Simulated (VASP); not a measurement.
# Be2Si3 (R-3m) in VASP: relaxation of cell and atoms with PBE

Aim: the relaxation of cell and atoms of Be2Si3 with PBE.

Everything below comes from runs of VASP 6.6.1. Logs are shortened: lines on timing, memory, paths and dates and some standing lists are left out, and cuts for length are marked.

## Step 1: The cell of the first run

It takes space group R-3m (No. 166, trigonal). Conventional cell: a = 2.948 Å, b = 2.948 Å, c = 25.515 Å, α = 90.00°, β = 90.00°, γ = 120.00°. Be (site symmetry 3m) has 6 Si at 2.38 Å and 6 Be at 2.95 Å within 3.1 Å. Si (site symmetry -3m) has 6 Be at 2.38 Å and 6 Si at 2.95 Å within 3.1 Å. Si (site symmetry 3m) has 3 Be at 2.38 Å and 9 Si at 2.52 to 2.95 Å within 3.1 Å.

## Step 2: Relaxation of cell and atoms, PBE

INCAR

```
PREC     = Accurate       # precision mode
ENCUT    = 600            # plane-wave cutoff, eV
EDIFF    = 1E-6           # SCF threshold, eV
ISMEAR   = 0              # smearing method
SIGMA    = 0.1            # smearing width, eV
LREAL    = F              # projectors in reciprocal space
LASPH    = T              # aspherical terms in the spheres
NELM     = 60             # most SCF steps
ALGO     = Normal         # electronic algorithm
ISIF     = 3              # what is computed and relaxed
LWAVE    = F              # write WAVECAR
LCHARG   = F              # write CHGCAR
GGA      = PE             # functional
IBRION   = 2              # ionic algorithm
NSW      = 100            # ionic steps
EDIFFG   = -0.01          # ionic threshold
```

KPOINTS

```
Automatic mesh
0
Gamma
  12 12 12
```

POSCAR

```
Be2Si3
1.0
    1.4741466537      0.8510989673      8.5049647402
   -1.4741466537      0.8510989673      8.5049647402
    0.0000000000     -1.7021979346      8.5049647402
Be Si
2 3
Direct
    0.3982980575      0.3982980575      0.3982980575
    0.6017019425      0.6017019425      0.6017019425
    0.0000000000      0.0000000000      0.0000000000
    0.2031425118      0.2031425118      0.2031425118
    0.7968574882      0.7968574882      0.7968574882
```

Potentials or basis: VASP PAW PBE potentials, release 64 (Be, Si).

The run is started by

```sh
$ cat potpaw_PBE.64/Be/POTCAR potpaw_PBE.64/Si/POTCAR > POTCAR
$ mpirun -np 1 vasp_std > vasp.out
```

OUTCAR:

```text
PREC = Accurate
   ENCUT = 600
   EDIFF = 1E-6
   ISMEAR = 0
   LREAL = F
   LASPH = T
   NELM = 60
   ISIF = 3
   GGA = PE
   IBRION = 2
   NSW = 100
   EDIFFG = -0.01

 ion  position               nearest neighbor table
   1  0.398  0.398  0.398-   3 2.38   3 2.38   3 2.38   5 2.38   5 2.38   5 2.38
   2  0.602  0.602  0.602-   3 2.38   3 2.38   3 2.38   4 2.38   4 2.38   4 2.38
   3  0.000  0.000  0.000-   2 2.38   1 2.38   2 2.38   2 2.38   1 2.38   1 2.38
   4  0.203  0.203  0.203-   2 2.38   2 2.38   2 2.38   5 2.52   5 2.52   5 2.52
   5  0.797  0.797  0.797-   1 2.38   1 2.38   1 2.38   4 2.52   4 2.52   4 2.52

  LATTYP: Found a trigonal (rhomboedric) cell.
 ALAT       =     8.6736326323
 COS(alpha) =     0.9422290739

  Lattice vectors:

 A1 = (   1.4741466537,   0.8510989673,   8.5049647402)
 A2 = (  -1.4741466537,   0.8510989673,   8.5049647402)
 A3 = (   0.0000000000,  -1.7021979346,   8.5049647402)

Analysis of symmetry for initial positions (statically):
=====================================================================
 Subroutine PRICEL returns:
 Original cell was already a primitive cell.

 Routine SETGRP: Setting up the symmetry group for a
 trigonal (rhombohedral) supercell.

 Subroutine GETGRP returns: Found 12 space group operations
 (whereof 12 operations were pure point group operations)
 out of a pool of 12 trial point group operations.

The static configuration has the point symmetry D_3d.

Analysis of symmetry for dynamics (positions and initial velocities):
=====================================================================
 Subroutine PRICEL returns:
 Original cell was already a primitive cell.

 Routine SETGRP: Setting up the symmetry group for a
 trigonal (rhombohedral) supercell.

 Subroutine GETGRP returns: Found 12 space group operations
 (whereof 12 operations were pure point group operations)
 out of a pool of 12 trial point group operations.

The dynamic configuration has the point symmetry D_3d.

 Subroutine INISYM returns: Found 12 space group operations
 (whereof 12 operations are pure point group operations),
 and found     1 'primitive' translations

----------------------------------------------------------------------------------------

                                     Primitive cell

  volume of cell :      64.0243

  direct lattice vectors                    reciprocal lattice vectors
     1.474146654  0.851098967  8.504964740     0.339179280  0.195825248  0.039192794
    -1.474146654  0.851098967  8.504964740    -0.339179280  0.195825248  0.039192794
     0.000000000 -1.702197935  8.504964740     0.000000000 -0.391650497  0.039192794

  length of vectors
     8.673632632  8.673632632  8.673632632     0.393606640  0.393606640  0.393606640

  position of ions in fractional coordinates (direct lattice)
     0.398298057  0.398298057  0.398298057
     0.601701943  0.601701943  0.601701943
     0.000000000  0.000000000  0.000000000
     0.203142512  0.203142512  0.203142512
     0.796857488  0.796857488  0.796857488

  ion indices of the primitive-cell ions
   primitive index   ion index
                 1           1
                 2           2
                 3           3
                 4           4
                 5           5

----------------------------------------------------------------------------------------

 KPOINTS: Automatic mesh

Automatic generation of k-mesh.
 Grid dimensions read from file:
 generate k-points for:   12   12   12

 Generating k-lattice:

  Cartesian coordinates                     Fractional coordinates (reciprocal lattice)
     0.028264940  0.016318771  0.003266066     0.083333333 -0.000000000  0.000000000
    -0.028264940  0.016318771  0.003266066    -0.000000000  0.083333333  0.000000000
     0.000000000 -0.032637541  0.003266066     0.000000000  0.000000000  0.083333333

  Length of vectors
     0.032800553  0.032800553  0.032800553

  Shift w.r.t. Gamma in fractional coordinates (k-lattice)
     0.000000000  0.000000000  0.000000000

 Subroutine IBZKPT returns following result:
 ===========================================

 Found    189 irreducible k-points:

 Following reciprocal coordinates:
            Coordinates               Weight
  0.000000  0.000000  0.000000      1.000000
  0.083333 -0.000000 -0.000000      6.000000
  0.166667 -0.000000 -0.000000      6.000000
  0.250000 -0.000000 -0.000000      6.000000
  0.333333 -0.000000  0.000000      6.000000
  0.416667  0.000000 -0.000000      6.000000
[... 16 lines left out ...]
  0.500000  0.166667 -0.000000     12.000000
 -0.416667  0.166667 -0.000000     12.000000
 [... further k-points ...]
   k-points           NKPTS =    189   k-points in BZ     NKDIM =    189   number of bands    NBANDS=     12
   number of dos      NEDOS =    301   number of ions     NIONS =      5
   total plane-waves  NPLWV = 343000
   dimension x,y,z NGX =    70 NGY =   70 NGZ =   70
   dimension x,y,z NGXF=   140 NGYF=  140 NGZF=  140
   ions per type =               2   3
   NGX,Y,Z   is equivalent  to a cutoff of  13.42, 13.42, 13.42 a.u.
   NGXF,Y,Z  is equivalent  to a cutoff of  26.83, 26.83, 26.83 a.u.
 SYSTEM =  unknown system
   PREC   = accura    normal or accurate (medium, high low for compatibility)
   ISTART =      0    job   : 0-new  1-cont  2-samecut
   ICHARG =      2    charge: 1-file 2-atom 10-const
   ISPIN  =      1    spin polarized calculation?
   LNONCOLLINEAR =      F non collinear calculations
   LSORBIT =      F    spin-orbit coupling
   LASPH  =      T    aspherical Exc in radial PAW
   ENCUT  =  600.0 eV  44.10 Ry    6.64 a.u.  17.32 17.32 17.32*2*pi/ulx,y,z
   NELM   =     60;   NELMIN=  2; NELMDL= -5     # of ELM steps
   EDIFF  = 0.1E-05   stopping-criterion for ELM
   LREAL  =      F    real-space projection
   EDIFFG = -.1E-01   stopping-criterion for IOM
   NSW    =    100    number of steps for IOM
   IBRION =      2    ionic relax: 0-MD 1-quasi-New 2-CG
   NFREE  =      1    steps in history (QN), initial steepest desc. (CG)
   ISIF   =      3    stress and relaxation
   ISYM   =      2    0-nonsym 1-usesym 2-fastsym
   POTIM  = 0.5000    time-step for ionic-motion
   TEBEG  =    0.0;   TEEND  =   0.0 temperature during run
   PSTRESS=    0.0 pullay stress
   NELECT =      16.0000    total number of electrons
   NUPDOWN=      -1.0000    fix difference up-down
   EMIN   =  10.00;   EMAX   =-10.00  energy-range for DOS
   EFERMI =   0.00;   METHOD = LEGACY
   ISMEAR =     0;   SIGMA  =   0.10  broadening in eV -4-tet -1-fermi 0-gaus
   EFERMI_NEDOS =   21; number of points for ismear=-14 and -15
   IALGO  =     38    algorithm
   IMIX   =      4    mixing-type and parameters
     AMIX     =   0.40;   BMIX     =  1.00
     AMIX_MAG =   1.60;   BMIX_MAG =  1.00
  volume/ion in A,a.u.               =      12.80        86.41
  Fermi-wavevector in a.u.,A,eV,Ry     =   1.031177  1.948642 14.467435  1.063326
  Thomas-Fermi vector in A             =   2.165312
   LORBIT       =      0    0 simple, 1 ext, 2 COOP (PROOUT), +10 PAW based schemes
   GGA     = PE    functional components
   LHFCALC =     F    Hartree Fock is set to
   AEXX    =    0.0000 exact exchange contribution
   IVDW    =     0    specifies the selected vdW correction
   LEPSILON=     F    determine dielectric tensor
   LRPA    =     F    only Hartree local field effects (RPA)
 conjugate gradient relaxation of ions
 non-spin polarized calculation
 Gauss-broadening in eV      SIGMA  =   0.10
  energy-cutoff  :      600.00
  volume of cell :       64.02
 maximum number of plane-waves:      2154
 NGX is ok and might be reduce to    70
   NGX = 35   NGY = 35   NGZ = 35

--------------------------------------- Ionic step        1  -------------------------------------------

 number of electron      16.0000000 magnetization

 Free energy of the ion-electron system (eV)
  ---------------------------------------------------
  ext. energy  EPLUGINS =         0.00000000
  ---------------------------------------------------
  free energy    TOTEN  =       -21.52388399 eV

  energy without entropy =      -21.51666364  energy(sigma->0) =      -21.52027382

------------------------ aborting loop because EDIFF is reached ----------------------------------------

  FORCE on cell =-STRESS in cart. coord.  units (eV):
  Direction    XX          YY          ZZ          XY          YZ          ZX
  --------------------------------------------------------------------------------------
  -------------------------------------------------------------------------------------
  Total       -0.0406724     -0.0406724      0.3133011      0.0000000      0.0000000      0.0000000
  in kB       -1.0178086     -1.0178086      7.8402142      0.0000000      0.0000000      0.0000000
  external PRESSURE =       1.9348657 kB  Pullay stress =       0.0000000 kB
[... 180 lines left out ...]
  energy  without entropy=      -21.5239597647  energy(sigma->0) =      -21.52749188

--------------------------------------- Ionic step        6  -------------------------------------------

 number of electron      15.9999999 magnetization

 Free energy of the ion-electron system (eV)
  ---------------------------------------------------
  ext. energy  EPLUGINS =         0.00000000
  ---------------------------------------------------
  free energy    TOTEN  =       -21.53111967 eV

  energy without entropy =      -21.52405764  energy(sigma->0) =      -21.52758865

 E-fermi :   8.4042     XC(G=0): -10.6850

 val. band max:        8.3821204557   @ k =   0.4167   0.1667   0.1667
 cond. band min:       8.4044567740   @ k =  -0.3333   0.4167   0.3333
 fundamental gap:      0.0223363184
 Fermi energy:         8.4041623133

 k-point     1 :       0.0000    0.0000    0.0000
  band No.  band energies     occupation
      1      -5.2784      2.00000
      2      -3.4241      2.00000
      3      -2.0372      2.00000
      4       2.8849      2.00000
      5       3.0416      2.00000
      6      11.7861      0.00000
      7      12.9797      0.00000
      8      13.7091      0.00000
      9      13.7091      0.00000
     10      14.1011      0.00000
     11      14.1011      0.00000
     12      14.9991      0.00000
[... 331 lines left out ...]
 k-point    24 :      -0.4167    0.1667   -0.0000
  band No.  band energies     occupation
      1       0.1247      2.00000
      2       0.9827      2.00000
      3       1.7312      2.00000
      4       2.4944      2.00000
      5       3.5817      2.00000
      6       4.0316      2.00000
      7       5.9387      2.00000
      8       6.5805      2.00000
      9       7.1124      2.00000
     10       7.5277      2.00000
     11       9.3676      0.00000
     12      10.0846      0.00000

 [... further k-points ...]

------------------------ aborting loop because EDIFF is reached ----------------------------------------

  FORCE on cell =-STRESS in cart. coord.  units (eV):
  Direction    XX          YY          ZZ          XY          YZ          ZX
  --------------------------------------------------------------------------------------
  -------------------------------------------------------------------------------------
  Total        0.0233893      0.0233893     -0.0065478      0.0000000     -0.0000000      0.0000000
  in kB        0.5847154      0.5847154     -0.1636906      0.0000000     -0.0000000      0.0000000
  external PRESSURE =       0.3352468 kB  Pullay stress =       0.0000000 kB
[... 20 lines left out ...]
  FREE ENERGIE OF THE ION-ELECTRON SYSTEM (eV)
  ---------------------------------------------------
  free  energy   TOTEN  =       -21.5311196714 eV

  energy  without entropy=      -21.5240576356  energy(sigma->0) =      -21.52758865

 reached required accuracy - stopping structural energy minimisation
```

It took 36 min on 1 thread of AMD EPYC 9R45 (Zen 5), shared host; peak memory 0.81 GiB.

What came out:

```
Free energy                           : -21.5311 eV
Relaxed volume                        : 12.82 Å³/atom
Relaxed cell                          : a = 8.711 Å, b = 8.711 Å, c = 8.711 Å, α = 19.45°, β = 19.45°, γ = 19.45°
Space group after relaxing (to 0.1 Å) : R-3m (No. 166)
Energy gained by relaxing             : 1.4 meV/atom
Ionic steps                           : 6
Pressure after relaxing               : 0.0 GPa
Band gap on the k mesh                : zero (bands 8 and 9 overlap by 8.15 eV)
```

Forces in eV/Å, atoms in the order of the input:
```
Be   0.000  0.000  0.002
Be   0.000  0.000 -0.002
Si   0.000  0.000  0.000
Si   0.000  0.000  0.000
Si   0.000  0.000  0.000
```

Step by step:
```csv
step,energy change (eV),largest force (eV/Å),pressure (GPa),volume (Å³)
1,0.0000,0.1633,0.19,64.02
2,-0.0046,0.1088,-0.07,64.17
3,-0.0065,0.0519,-0.38,64.34
4,-0.0071,0.0231,0.12,64.02
5,-0.0071,0.0224,0.09,64.05
6,-0.0072,0.0023,0.03,64.09
```

Final structure:
```
Be Si
1.0
     1.47159    0.84962    8.54317
    -1.47159    0.84962    8.54317
     0.00000   -1.69925    8.54317
Be Si
2 3
Cartesian
  0.0000 0.0000 10.2313
  0.0000 0.0000 15.3982
  0.0000 0.0000 0.0000
  0.0000 0.0000 5.1892
  0.0000 0.0000 20.4403
```

The gap in the log of VASP goes by the Fermi energy; the results here count the filled bands.